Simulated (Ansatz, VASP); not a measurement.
# K3C: VASP beside Ansatz

File INCAR:

```
ALGO = Normal
EDIFF = 1E-6
ENCUT = 520
GGA = PE
ISIF = 2
ISMEAR = 0
ISPIN = 2
LASPH = T
LCHARG = F
LORBIT = 11
LREAL = F
LWAVE = F
MAGMOM = 0 0 0 1
NBANDS = 28
NELM = 150
PREC = Accurate
SIGMA = 0.1
```

File KPOINTS:

```
k-points
0
Gamma
  3 3 4
```

File POSCAR:

```
K3C
1.0
    7.0303118850      0.0000000000      0.0000000000
   -3.5151559425      6.0884286889      0.0000000000
    0.0000000000      0.0000000000      4.8368172434
K C
3 1
Direct
    0.3333333333      0.6666666667      0.0000000000
    0.0000000000      0.0000000000      0.0000000000
    0.6666666667      0.3333333333      0.0000000000
    0.0000000000      0.0000000000      0.5000000000
```

Input for Ansatz:

```yaml
crystal:
  lattice:
    - [7.030311885, 0.0, 0.0]
    - [-3.5151559425, 6.0884286889, 0.0]
    - [0.0, 0.0, 4.8368172434]
  atoms:
    - { symbol: K, position: [0.3333333333, 0.6666666667, 0.0] }
    - { symbol: K, position: [0.0, 0.0, 0.0] }
    - { symbol: K, position: [0.6666666667, 0.3333333333, 0.0] }
    - { symbol: C, position: [0.0, 0.0, 0.5], spin: 1.0 }
basis:
  ecutwfc: 420
kpoints:
  mp_grid: { grid: [3, 3, 4] }
hamiltonian:
  xc: pbe
scf:
  occupations: { method: gaussian, width: 0.1 }
  lower_state_search: "off"
output:
  forces: true
  stress: true
  eigenvalues: true
  populations: true
magnetization:
  spin_polarized: true
```

Alike in both runs: task single point; functional PBE; k mesh 3 × 3 × 4; occupations gaussian, width 0.1 eV; collinear spin.

|  | VASP | Ansatz |
| --- | --- | --- |
| version | VASP 6.6.1 | Ansatz 0.2.0 |
| potentials or method | VASP PAW PBE potentials, release 64 (K_sv, C), cutoff 520 eV | scalar-relativistic, plane waves, PAW |
| valence electrons in the cell | 31 | 31 |

VASP gave:

- gap on the k mesh at the Fermi level (eV): none
- pressure (GPa): 1.8
- traceless stress, the component that is largest in VASP (GPa): 2.30
- net moment per atom (μB): 0.56
- size of the moment on the site where the two differ most (μB): 1.04

Estimate Ansatz's values.

gap on the k mesh at the Fermi level (eV): none; pressure (GPa): 1.8; traceless stress, the component that is largest in VASP (GPa): 2.23; net moment per atom (μB): 0.56; size of the moment on the site where the two differ most (μB): 1.57.

Site moments also hang on the region over which each program counts them. A gap of «none» marks a metal or a gap that the smearing closes.
